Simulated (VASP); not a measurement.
Runs of VASP 6.6.1 on Cd2As. The structure is that of space group P6/mmm (No. 191), or close to it. The cells are those of the table. 

```tsv
task	cell	k mesh	cutoff (eV)	gap on the mesh (eV)	pressure (GPa)	relaxed volume (Å³/atom)
single point	a = 5.177, b = 5.177, c = 2.923 Å, angles 90.0, 90.0, 120.0°, 3 atoms	6 × 6 × 6	520	none	0.1	-
relaxation of cell and atoms	relaxed from a = 4.096, b = 4.096, c = 4.422 Å, angles 90.0, 90.0, 120.0°, 3 atoms	6 × 6 × 4	600	none	0.0	(a)
relaxation of cell and atoms	relaxed from a = 5.177, b = 5.177, c = 2.923 Å, angles 90.0, 90.0, 120.0°, 3 atoms	12 × 12 × 16	600	none	0.0	22.61
single point	a = 4.096, b = 4.096, c = 4.422 Å, angles 90.0, 90.0, 120.0°, 3 atoms	6 × 6 × 4	520	none	(b)	-
relaxation of cell and atoms	relaxed from a = 4.872, b = 4.872, c = 3.276 Å, angles 90.0, 90.0, 120.0°, 3 atoms	6 × 6 × 6	600	none	0.0	22.65
```

Alike in all rows: level PBE; potentials or basis VASP PAW PBE potentials, release 64 (Cd, As); no spin polarisation; smearing gaussian 0.1 eV.

Estimate the missing entries.

(a) 22.52; (b) 22.2.

Caveats: a cell axis changed by over 15 % at a fixed basis, so the end point is rough (at least some runs); the cell stands under pressure (at least some runs).

A k mesh can miss the band edges, and the runs leave out spin-orbit coupling on As, Cd.

A gap of «none» marks levels without a gap at the run's occupations.
